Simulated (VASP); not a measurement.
Wanted: the native input for a VASP 6.6.1 run.

```
Task                   : single point
Functional             : PBEsol
Potentials or basis    : VASP PAW PBE potentials, release 64 (Ti_sv, C)
Cutoff                 : 520 eV
k mesh                 : 14 × 14 × 14
Occupations            : fermi-dirac, width 0.03 eV
Spin                   : no spin polarisation
Dipole correction      : no
Further INCAR settings : ALGO = Normal; EDIFF = 1e-06; NBANDS = 15
```

The structure of TiC lies in POSCAR:

```
TiC
1.0
    0.0000000000      2.1924769499      2.1924769499
    2.1924769499      0.0000000000      2.1924769499
    2.1924769499      2.1924769499      0.0000000000
Ti C
1 1
Direct
    0.0000000000      0.0000000000      0.0000000000
    0.5000000000      0.5000000000      0.5000000000
```

The input as run:

INCAR

```
SYSTEM = TiC
PREC     = Accurate       ! precision mode
ENCUT    = 520            ! plane-wave cutoff, eV
EDIFF    = 1E-6           ! SCF threshold, eV
ISMEAR   = -1             ! smearing method
SIGMA    = 0.03           ! smearing width, eV
LREAL    = .FALSE.        ! projectors in reciprocal space
LASPH    = .TRUE.         ! aspherical terms in the spheres
NELM     = 100            ! most SCF steps
ALGO     = Normal         ! electronic algorithm
ISIF     = 2              ! what is computed and relaxed
LWAVE    = .FALSE.        ! write WAVECAR
LCHARG   = .FALSE.        ! write CHGCAR
GGA      = PS             ! functional
NBANDS   = 15             ! bands
```

KPOINTS

```
Automatic mesh
0
G
  14 14 14
  0 0 0
```

Potentials or basis: VASP PAW PBE potentials, release 64 (Ti_sv, C).

Command:

```sh
$ cat potpaw_PBE.64/Ti_sv/POTCAR potpaw_PBE.64/C/POTCAR > POTCAR
$ mpirun -np 1 vasp_std > vasp.out
```

It gave:

```json
{
  "Pressure": "-14.7 GPa",
  "Band gap on the k mesh": "zero (bands 8 and 9 overlap by 1.05 eV)"
}
```

Caveat: the cell stands under tension; the PAW data sets were made with another functional, which shifts forces and pressure a little.

It took 49 s on 1 thread of AMD EPYC 7R13, on a shared host, peak memory 0.13 GiB.
